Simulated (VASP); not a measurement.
Wanted: the native input for a VASP 6.6.1 run.

| Property | Result |
| --- | --- |
| Task | single point |
| Functional | r2SCAN |
| Potentials or basis | VASP PAW PBE potentials, release 64 (P) |
| Cutoff | 520 eV |
| k mesh | 9 × 9 × 1 |
| Occupations | gaussian, width 0.02 eV |
| Spin | no spin polarisation |
| Dipole correction | yes |
| Further INCAR settings | ALGO = Normal; EDIFF = 1e-07; NBANDS = 12 |

P, a slab with vacuum:

```
CELL_PARAMETERS angstrom
3.34300 0.00000 0.00000
-1.67150 2.89512 0.00000
0.00000 0.00000 28.00000
ATOMIC_POSITIONS crystal
P 0.33333 0.66667 0.52809
P 0.66667 0.33333 0.47191
```

The input as run:

POSCAR

```
P
1.0
    3.3430000000      0.0000000000      0.0000000000
   -1.6715000000      2.8951229249      0.0000000000
    0.0000000000      0.0000000000     28.0000000000
P
2
Direct
    0.3333333333      0.6666666667      0.5280892857
    0.6666666667      0.3333333333      0.4719107143
```

INCAR.step1

```
ALGO     = Normal         # electronic algorithm
DIPOL    = 0.5 0.5 0.500
EDIFF    = 1E-4           # SCF threshold, eV
ENCUT    = 520            # plane-wave cutoff, eV
GGA      = PE             # functional
IDIPOL   = 3            
ISMEAR   = 0              # smearing method
LASPH    = True           # aspherical terms in the spheres
LCHARG   = False          # write CHGCAR
LDIPOL   = True         
LREAL    = False          # projectors in reciprocal space
LWAVE    = True           # write WAVECAR
NBANDS   = 12             # bands
NELM     = 80             # most SCF steps
PREC     = Accurate       # precision mode
SIGMA    = 0.02           # smearing width, eV
```

INCAR.step2

```
ALGO     = Normal         # electronic algorithm
DIPOL    = 0.5 0.5 0.500
EDIFF    = 1E-7           # SCF threshold, eV
ENCUT    = 520            # plane-wave cutoff, eV
IDIPOL   = 3            
ISIF     = 2              # what is computed and relaxed
ISMEAR   = 0              # smearing method
ISTART   = 1            
LASPH    = True           # aspherical terms in the spheres
LCHARG   = False          # write CHGCAR
LDIPOL   = True         
LMIXTAU  = True         
LREAL    = False          # projectors in reciprocal space
LWAVE    = False          # write WAVECAR
METAGGA  = R2SCAN         # meta-GGA
NBANDS   = 12             # bands
NELM     = 80             # most SCF steps
PREC     = Accurate       # precision mode
SIGMA    = 0.02           # smearing width, eV
```

KPOINTS

```
k-points
0
Gamma
  9 9 1
```

Potentials or basis: VASP PAW PBE potentials, release 64 (P).

Command:

```console
$ cat potpaw_PBE.64/P/POTCAR > POTCAR
$ cp INCAR.step1 INCAR
$ mpirun -np 1 vasp_std > vasp.out
$ cp INCAR.step2 INCAR
$ mpirun -np 1 vasp_std > vasp.out
```

Results of the run:

```json
{
 "Largest force": "4.689 eV/Å",
 "Band gap on the k mesh": "0.25 eV (least direct gap 2.35 eV)"
}
```

Caveat: the PAW data sets were made with another functional, which shifts forces and pressure a little.

It took 3.5 min on 1 thread of AMD EPYC 9R45 96-Core Processor (Zen 5) (shared host), peak memory 0.38 GiB.
